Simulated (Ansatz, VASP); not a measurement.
# WS2: VASP beside Ansatz

```
CELL_PARAMETERS angstrom
3.16877 0.00000 0.00000
-1.58438 2.74423 0.00000
0.00000 0.00000 30.06800
ATOMIC_POSITIONS crystal
W 0.33333 0.66667 0.33258
S 0.66667 0.33333 0.38441
S 0.66667 0.33333 0.28075
```

Alike in both runs: task single point; functional PBEsol; k mesh 12 × 12 × 1; non-collinear spin, spin-orbit coupling.

```csv
,VASP,Ansatz
version,VASP 6.6.1,Ansatz 0.2.0
potentials or method,"VASP PAW PBE potentials, release 64 (W_sv, S)","plane waves, PAW"
plane-wave cutoff (eV),520,420
occupations,"gaussian, width 0.01 eV",fixed
valence electrons in the cell,26,26
```

```tsv
	VASP	Ansatz	Ansatz less VASP
net moment per atom (μB)	0.00	0.00	0.000
```

VASP's potentials were made for PBE, not for PBEsol. Ansatz's warnings: xc potential rough in thin density.
